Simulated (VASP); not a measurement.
Input of a VASP 6.6.1 run:

File INCAR:

```
SYSTEM = Na
ALGO     = Normal         ! electronic algorithm
EDIFF    = 1E-6           ! SCF threshold, eV
ENCUT    = 520            ! plane-wave cutoff, eV
GGA      = PE             ! functional
ISIF     = 2              ! what is computed and relaxed
ISMEAR   = 0              ! smearing method
LASPH    = .True.         ! aspherical terms in the spheres
LCHARG   = .True.         ! write CHGCAR
LELF     = .True.         ! ELF
LREAL    = .False.        ! projectors in reciprocal space
LVHAR    = .True.       
LWAVE    = .False.        ! write WAVECAR
NBANDS   = 10             ! bands
NELM     = 60             ! most SCF steps
PREC     = Accurate       ! precision mode
SIGMA    = 0.1            ! smearing width, eV
```

File KPOINTS:

```
k-points
0
Gamma
  6 6 6
  0 0 0
```

Contents of POSCAR:

```
Na
1.0
   -2.1040268000      2.1040268000      2.1040268000
    2.1040268000     -2.1040268000      2.1040268000
    2.1040268000      2.1040268000     -2.1040268000
Na
1
Direct
    0.0000000000      0.0000000000      0.0000000000
```

Potentials or basis: VASP PAW PBE potentials, release 64 (Na_pv).

Launch:

```bash
$ cat potpaw_PBE.64/Na_pv/POTCAR > POTCAR
$ mpirun -np 1 vasp_std > vasp.out
```

Problem. Estimate the pressure.

Solution. 0.0 GPa.
